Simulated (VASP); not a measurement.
# GaN in VASP: single point with PBE

Aim: the single point of GaN with PBE.

Program: VASP 6.6.1. These are calculated values, not measurements. Logs are shortened: lines on timing, memory, paths and dates and some standing lists are left out, and cuts for length are marked.

## Step 1: The cell of the first run

The cell holds a slab with vacuum, 24 atoms: a = 6.152 Å, b = 6.152 Å, c = 28.054 Å, α = 90.00°, β = 90.00°, γ = 116.91°.

## Step 2: Single point, PBE

File INCAR:

```
ALGO     = Normal         # electronic algorithm
DIPOL    = 0.5 0.5 0.383
EDIFF    = 1E-6           # SCF threshold, eV
ENCUT    = 520            # plane-wave cutoff, eV
GGA      = PE             # functional
GGA_COMPAT= False        
IDIPOL   = 3            
ISIF     = 2              # what is computed and relaxed
ISMEAR   = 0              # smearing method
KPAR     = 4            
LASPH    = True           # aspherical terms in the spheres
LCHARG   = False          # write CHGCAR
LDIPOL   = True         
LREAL    = False          # projectors in reciprocal space
LWAVE    = False          # write WAVECAR
NBANDS   = 126            # bands
NELM     = 120            # most SCF steps
NELMDL   = -8           
PREC     = Accurate       # precision mode
SIGMA    = 0.1            # smearing width, eV
```

File KPOINTS:

```
k-points
0
Gamma
  7 7 1
```

File POSCAR:

```
GaN
1.0
    6.1520446281      0.0000000000      0.0000000000
   -2.7846162569      5.4857602397      0.0000000000
    0.0000000000      0.0000000000     28.0535102763
Ga N
12 12
Direct
   -0.0059996364      1.0059996364      0.2764720654
    0.4940003636      0.5059996364      0.2764720654
    0.5115285451      0.9884714549      0.2959669273
    0.0115285451      0.4884714549      0.2959669273
    0.7581785656      0.7418214344      0.3676719003
    0.2581785656      0.2418214344      0.3676719003
    0.2604139426      0.7395860574      0.3982001623
    0.7604139426      0.2395860574      0.3982001623
    0.5112886096      0.4887113904      0.4663855367
    0.0112886096      0.9887113904      0.4663855367
    0.0088877689      0.4911122311      0.4982011466
    0.5088877689      0.9911122311      0.4982011466
    0.8213058831      0.1786941169      0.2673578660
    0.3213058831      0.6786941169      0.2673578660
    0.3238196954      0.1761803046      0.2987798997
    0.8238196954      0.6761803046      0.2987798997
    0.5710399289      0.9289600711      0.3660415409
    0.0710399289      0.4289600711      0.3660415409
    0.0721232991      0.9278767009      0.3987595670
    0.5721232991      0.4278767009      0.3987595670
    0.3238850494      0.6761149506      0.4654911218
    0.8238850494      0.1761149506      0.4654911218
    0.8251781773      0.6748218227      0.4957120039
    0.3251781773      0.1748218227      0.4957120039
```

Potentials or basis: VASP PAW PBE potentials, release 64 (Ga_d, N).

Run with:

```
$ cat potpaw_PBE.64/Ga_d/POTCAR potpaw_PBE.64/N/POTCAR > POTCAR
$ mpirun -np 4 vasp_std > vasp.out
```

OUTCAR:

```text
EDIFF = 1E-6
   ENCUT = 520
   GGA = PE
   ISIF = 2
   ISMEAR = 0
   LASPH = True
   LREAL = False
   NELM = 120
   NELMDL = -8
   PREC = Accurate

 ion  position               nearest neighbor table
   1  0.994  0.006  0.276-  13 1.83  16 1.92  15 1.92
   2  0.494  0.506  0.276-  14 1.83  15 1.92  16 1.92
   3  0.512  0.988  0.296-  14 1.90  13 1.90  15 1.97  17 2.06
   4  0.012  0.488  0.296-  13 1.90  14 1.90  16 1.97  18 2.06
   5  0.758  0.742  0.368-  20 1.95  19 1.95  17 1.96  16 2.05
   6  0.258  0.242  0.368-  19 1.95  20 1.95  18 1.96  15 2.05
   7  0.260  0.740  0.398-  18 1.95  17 1.95  19 1.97  21 2.00
   8  0.760  0.240  0.398-  17 1.95  18 1.95  20 1.97  22 2.00
   9  0.511  0.489  0.466-  24 1.93  23 1.93  21 1.97  20 2.00
  10  0.011  0.989  0.466-  23 1.93  24 1.93  22 1.97  19 2.00
  11  0.009  0.491  0.498-  23 1.93  22 1.97  21 1.97
  12  0.509  0.991  0.498-  24 1.93  21 1.97  22 1.97
  13  0.821  0.179  0.267-   1 1.83   4 1.90   3 1.90
  14  0.321  0.679  0.267-   2 1.83   3 1.90   4 1.90
  15  0.324  0.176  0.299-   2 1.92   1 1.92   3 1.97   6 2.05
  16  0.824  0.676  0.299-   1 1.92   2 1.92   4 1.97   5 2.05
  17  0.571  0.929  0.366-   8 1.95   7 1.95   5 1.96   3 2.06
  18  0.071  0.429  0.366-   7 1.95   8 1.95   6 1.96   4 2.06
  19  0.072  0.928  0.399-   6 1.95   5 1.95   7 1.97  10 2.00
  20  0.572  0.428  0.399-   5 1.95   6 1.95   8 1.97   9 2.00
  21  0.324  0.676  0.465-   9 1.97  12 1.97  11 1.97   7 2.00
  22  0.824  0.176  0.465-  10 1.97  11 1.97  12 1.97   8 2.00
  23  0.825  0.675  0.496-  10 1.93   9 1.93  11 1.93
  24  0.325  0.175  0.496-   9 1.93  10 1.93  12 1.93

  LATTYP: Found a base centered orthorhombic cell.
 ALAT       =     6.4368578703
 B/A-ratio  =     1.6290651604
 C/A-ratio  =     4.3582615682

  Lattice vectors:

 A1 = (   6.1520446281,   0.0000000000,   0.0000000000)
 A2 = (  -2.7846162569,   5.4857602397,   0.0000000000)
 A3 = (   0.0000000000,   0.0000000000,  28.0535102763)

Analysis of symmetry for initial positions (statically):
=====================================================================
 Subroutine PRICEL returns following result:

  LATTYP: Found a simple orthorhombic cell.
 ALAT       =     3.2184289352
 B/A-ratio  =     1.6290651604
 C/A-ratio  =     8.7165231364

  Lattice vectors:

 A1 = (   1.6837141856,   2.7428801199,   0.0000000000)
 A2 = (  -4.4683304425,   2.7428801199,   0.0000000000)
 A3 = (   0.0000000000,   0.0000000000,  28.0535102763)

   2 primitive cells build up your supercell.

 Routine SETGRP: Setting up the symmetry group for a
 base centered orthorhombic supercell.

 Subroutine GETGRP returns: Found  2 space group operations
 (whereof  2 operations were pure point group operations)
 out of a pool of  8 trial point group operations.

The static configuration has the point symmetry C_1h.

Analysis of symmetry for dynamics (positions and initial velocities):
=====================================================================
 Subroutine PRICEL returns following result:

  LATTYP: Found a simple orthorhombic cell.
 ALAT       =     3.2184289352
 B/A-ratio  =     1.6290651604
 C/A-ratio  =     8.7165231364

  Lattice vectors:

 A1 = (   1.6837141856,   2.7428801199,   0.0000000000)
 A2 = (  -4.4683304425,   2.7428801199,   0.0000000000)
 A3 = (   0.0000000000,   0.0000000000,  28.0535102763)

   2 primitive cells build up your supercell.

 Routine SETGRP: Setting up the symmetry group for a
 base centered orthorhombic supercell.

 Subroutine GETGRP returns: Found  2 space group operations
 (whereof  2 operations were pure point group operations)
 out of a pool of  8 trial point group operations.

The dynamic configuration has the point symmetry C_1h.

 Subroutine INISYM returns: Found  2 space group operations
 (whereof  2 operations are pure point group operations),
 and found     2 'primitive' translations

----------------------------------------------------------------------------------------

                                     Primitive cell

[... 40 lines left out ...]

 KPOINTS: k-points

Automatic generation of k-mesh.
 Grid dimensions read from file:
 generate k-points for:    7    7    1

 Generating k-lattice:

  Cartesian coordinates                     Fractional coordinates (reciprocal lattice)
     0.023221084  0.011787210  0.000000000     0.142857143 -0.000000000  0.000000000
     0.000000000  0.026041449  0.000000000     0.000000000  0.142857143  0.000000000
     0.000000000  0.000000000  0.035646163     0.000000000  0.000000000  1.000000000

  Length of vectors
     0.026041449  0.026041449  0.035646163

  Shift w.r.t. Gamma in fractional coordinates (k-lattice)
     0.000000000  0.000000000  0.000000000

 Subroutine IBZKPT returns following result:
 ===========================================

 Found     16 irreducible k-points:

 Following reciprocal coordinates:
            Coordinates               Weight
  0.000000  0.000000  0.000000      1.000000
  0.142857 -0.000000  0.000000      4.000000
  0.285714 -0.000000  0.000000      4.000000
  0.428571 -0.000000  0.000000      4.000000
  0.142857  0.142857  0.000000      2.000000
  0.285714  0.142857  0.000000      4.000000
[... 8 lines left out ...]
  0.428571  0.428571  0.000000      2.000000
 -0.428571  0.428571  0.000000      2.000000
   k-points           NKPTS =     16   k-points in BZ     NKDIM =     16   number of bands    NBANDS=    126
   number of dos      NEDOS =    301   number of ions     NIONS =     24
   total plane-waves  NPLWV = 483840
   dimension x,y,z NGX =    48 NGY =   48 NGZ =  210
   dimension x,y,z NGXF=    96 NGYF=   96 NGZF=  420
   ions per type =              12  12
   NGX,Y,Z   is equivalent  to a cutoff of  12.97, 12.97, 12.44 a.u.
   NGXF,Y,Z  is equivalent  to a cutoff of  25.94, 25.94, 24.89 a.u.
 SYSTEM =  unknown system
   PREC   = accura    normal or accurate (medium, high low for compatibility)
   ISTART =      0    job   : 0-new  1-cont  2-samecut
   ICHARG =      2    charge: 1-file 2-atom 10-const
   ISPIN  =      1    spin polarized calculation?
   LNONCOLLINEAR =      F non collinear calculations
   LSORBIT =      F    spin-orbit coupling
   LASPH  =      T    aspherical Exc in radial PAW
   ENCUT  =  520.0 eV  38.22 Ry    6.18 a.u.  11.44 11.44 52.16*2*pi/ulx,y,z
   NELM   =    120;   NELMIN=  2; NELMDL= -8     # of ELM steps
   EDIFF  = 0.1E-05   stopping-criterion for ELM
   LREAL  =      F    real-space projection
   EDIFFG = 0.1E-04   stopping-criterion for IOM
   NSW    =      0    number of steps for IOM
   IBRION =     -1    ionic relax: 0-MD 1-quasi-New 2-CG
   NFREE  =      0    steps in history (QN), initial steepest desc. (CG)
   ISIF   =      2    stress and relaxation
   ISYM   =      2    0-nonsym 1-usesym 2-fastsym
   POTIM  = 0.5000    time-step for ionic-motion
   TEBEG  =    0.0;   TEEND  =   0.0 temperature during run
   PSTRESS=    0.0 pullay stress
   NELECT =     216.0000    total number of electrons
   NUPDOWN=      -1.0000    fix difference up-down
   EMIN   =  10.00;   EMAX   =-10.00  energy-range for DOS
   EFERMI =   0.00;   METHOD = LEGACY
   ISMEAR =     0;   SIGMA  =   0.10  broadening in eV -4-tet -1-fermi 0-gaus
   EFERMI_NEDOS =   21; number of points for ismear=-14 and -15
   IALGO  =     38    algorithm
   IMIX   =      4    mixing-type and parameters
     AMIX     =   0.40;   BMIX     =  1.00
     AMIX_MAG =   1.60;   BMIX_MAG =  1.00
  volume/ion in A,a.u.               =      39.45       266.21
  Fermi-wavevector in a.u.,A,eV,Ry     =   1.000334  1.890357 13.614909  1.000668
  Thomas-Fermi vector in A             =   2.132683
   LORBIT       =      0    0 simple, 1 ext, 2 COOP (PROOUT), +10 PAW based schemes
   GGA     = PE    functional components
   LHFCALC =     F    Hartree Fock is set to
   AEXX    =    0.0000 exact exchange contribution
   IVDW    =     0    specifies the selected vdW correction
   LEPSILON=     F    determine dielectric tensor
   LRPA    =     F    only Hartree local field effects (RPA)
 non-spin polarized calculation
 Gauss-broadening in eV      SIGMA  =   0.10
  energy-cutoff  :      520.00
  volume of cell :      946.77
 maximum number of plane-waves:     25543
 NGX is ok and might be reduce to    48
   NGX = 23   NGY = 23   NGZ =105

 number of electron     216.0000028 magnetization

 dipolmoment           0.000000      0.000000     -0.075695 electrons x Angstroem

 Free energy of the ion-electron system (eV)
  ---------------------------------------------------
  ext. energy  EPLUGINS =         0.00000000
  ---------------------------------------------------
  free energy    TOTEN  =      -138.67221987 eV

  energy without entropy =     -138.67221987  energy(sigma->0) =     -138.67221987

 E-fermi :  -1.7423     XC(G=0):  -3.9809

 val. band max:       -2.1813116439   @ k =   0.0000   0.0000   0.0000
 cond. band min:      -1.3223496435   @ k =   0.0000   0.0000   0.0000
 fundamental gap:      0.8589620004
 Fermi energy:        -1.7423072552

 k-point     1 :       0.0000    0.0000    0.0000
  band No.  band energies     occupation
      1     -18.1029      2.00000
      2     -17.7794      2.00000
      3     -17.5813      2.00000
      4     -17.4577      2.00000
      5     -17.4437      2.00000
      6     -17.2426      2.00000
[... 1957 lines left out ...]
    119       3.1823      0.00000
    120       3.2817      0.00000
 [bands above 120 left out]

------------------------ aborting loop because EDIFF is reached ----------------------------------------

 vacuum level on the upper side and lower side of the slab       (xc-potential included)        -0.352         0.048

  FORCE on cell =-STRESS in cart. coord.  units (eV):
  Direction    XX          YY          ZZ          XY          YZ          ZX
  --------------------------------------------------------------------------------------
  -------------------------------------------------------------------------------------
  Total       -0.8783821      1.7348666     -1.8645037      2.5740810      0.5340251     -0.8699639
  in kB       -1.4864508      2.9358453     -3.1552249      4.3560142      0.9037092     -1.4722051
  external PRESSURE =      -0.5686101 kB  Pullay stress =       0.0000000 kB

 VOLUME and BASIS-vectors are now :
 -----------------------------------------------------------------------------
  energy-cutoff  :      520.00
  volume of cell :      946.77
      direct lattice vectors                 reciprocal lattice vectors
     6.152044628  0.000000000  0.000000000     0.162547585  0.082510469  0.000000000
    -2.784616257  5.485760240  0.000000000     0.000000000  0.182290140  0.000000000
     0.000000000  0.000000000 28.053510276     0.000000000  0.000000000  0.035646163

 POSITION                                       TOTAL-FORCE (eV/Angst)
 -----------------------------------------------------------------------------------
      6.09843      0.03291      7.75601         0.026463     -0.016244      0.028172
      1.63010      2.77579      7.75601         0.026463     -0.016244      0.028172
      0.39443      5.42252      8.30291        -0.041367      0.025393     -0.042512
     -1.28928      2.67964      8.30291        -0.041367      0.025393     -0.042512
      2.59866      4.06945     10.31449         0.145462     -0.089292      0.118803
      0.91495      1.32657     10.31449         0.145462     -0.089292      0.118803
[... 16 lines left out ...]
      3.19741      3.70191     13.90646         0.542792     -0.333192      0.152961
      1.51370      0.95903     13.90646         0.542792     -0.333192      0.152961
 -----------------------------------------------------------------------------------
    total drift:                                0.000210     -0.000132     -0.003597

  FREE ENERGIE OF THE ION-ELECTRON SYSTEM (eV)
  ---------------------------------------------------
  free  energy   TOTEN  =      -138.6722198749 eV

  energy  without entropy=     -138.6722198748  energy(sigma->0) =     -138.67221987

 vacuum level on the upper side and lower side of the slab         2.760         3.165
```

It took 23 min on 4 MPI ranks of Intel Xeon Platinum 8559C (Emerald Rapids), shared host; peak memory 1.7 GiB.

What came out:

```
Free energy            : -138.6722 eV
Largest force          : 2.327 eV/Å
Band gap on the k mesh : 0.86 eV
```

Forces on the atoms (eV/Å):
```
Ga   0.026 -0.016  0.028
Ga   0.026 -0.016  0.028
Ga  -0.041  0.025 -0.043
Ga  -0.041  0.025 -0.043
Ga   0.145 -0.089  0.119
Ga   0.145 -0.089  0.119
Ga  -0.309  0.189 -0.129
Ga  -0.309  0.189 -0.129
Ga   0.756 -0.464  0.818
Ga   0.756 -0.464  0.818
Ga  -1.312  0.806 -1.745
Ga  -1.312  0.806 -1.745
N    0.005 -0.003  0.027
N    0.005 -0.003  0.027
N   -0.004  0.003 -0.097
N   -0.004  0.003 -0.097
N    0.010 -0.006  0.135
N    0.010 -0.006  0.135
N   -0.045  0.028 -0.380
N   -0.045  0.028 -0.380
N    0.226 -0.139  1.113
N    0.226 -0.139  1.113
N    0.543 -0.333  0.153
N    0.543 -0.333  0.153
```
